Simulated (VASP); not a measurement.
Set up this calculation in VASP 6.6.1, as the native input.

* Task: single point
* Functional: PBE
* Potentials or basis: VASP PAW PBE potentials, release 64 (Sn_d)
* Cutoff: 520 eV
* k mesh: 6 × 6 × 6
* Occupations: fermi-dirac, width 0.02 eV
* Spin: no spin polarisation
* Dipole correction: no
* Further INCAR settings: ALGO = Normal; EDIFF = 1e-07; NBANDS = 21

The structure of Sn lies in POSCAR:

```
Sn
1.0
    0.0000000000      3.2611663328      3.2611663328
    3.2611663328      0.0000000000      3.2611663328
    3.2611663328      3.2611663328      0.0000000000
Sn
2
Direct
    0.0000000000      0.0000000000      0.0000000000
    0.2500000000      0.2500000000      0.2500000000
```

This cell differs from its parent crystal: volume changed by -6%.

These files were run (other wordings do the same):

INCAR

```
SYSTEM = Sn
  PREC = Accurate
  ENCUT = 520
  EDIFF = 1E-7
  ISMEAR = -1
  SIGMA = 0.02
  LREAL = .FALSE.
  LASPH = .TRUE.
  NELM = 60
  ALGO = Normal
  ISIF = 2
  LWAVE = .FALSE.
  LCHARG = .FALSE.
  GGA = PE
  NBANDS = 21
```

KPOINTS

```
Automatic mesh
0
G
  6 6 6
  0 0 0
```

Potentials or basis: VASP PAW PBE potentials, release 64 (Sn_d).

Launch:

```console
$ cat potpaw_PBE.64/Sn_d/POTCAR > POTCAR
$ mpirun -np 1 vasp_std > vasp.out
```

It gave:

```
Pressure               : 2.5 GPa
Band gap on the k mesh : zero (band 14 reaches 5.57 eV, above the bottom of band 15 at 5.45 eV)
```

Caveat: spin-orbit coupling is left out, which moves the levels of the heavy elements.

Run time: 18 s on 1 thread of Intel(R) Xeon(R) Platinum 8259CL CPU @ 2.50GHz (Skylake/Cascade Lake) (shared host), peak memory 0.2 GiB.
